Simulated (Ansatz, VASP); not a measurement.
## Se: VASP beside Ansatz

```xyz
3
Lattice="4.2352 0.0000 0.0000 -2.1176 3.6678 0.0000 0.0000 0.0000 4.9536" Properties=species:S:1:pos:R:3 pbc="T T T"
Se    0.9546    0.0000    1.6512
Se   -0.4773    0.8267    3.3024
Se    1.6403    2.8411    0.0000
```

Change from the starting cell: equal xx and yy strain of -3 %.

Alike in both runs: task single point; functional PBE; k mesh 6 × 6 × 5; occupations fermi-dirac, width 0.03 eV; no spin polarisation.

|  | VASP | Ansatz |
| --- | --- | --- |
| version | VASP 6.6.1 | Ansatz 0.2.0 |
| potentials or method | VASP PAW PBE potentials, release 64 (Se), cutoff 520 eV | all-electron LAPW, scalar-relativistic |

Ansatz gave:

```
gap on the k mesh at the Fermi level (eV)                     : 1.33
pressure (GPa)                                                : 6.2
traceless stress, the component that is largest in VASP (GPa) : 1.92
rms of the force components (eV/Å)                            : 0.574
```

Which values does VASP return?

gap on the k mesh at the Fermi level (eV): 1.32; pressure (GPa): 6.4; traceless stress, the component that is largest in VASP (GPa): 2.00; rms of the force components (eV/Å): 0.602.

Atom by atom the forces differ by 0.028 eV/Å (rms over components). Ansatz ran all-electron here, and VASP with PAW potentials.
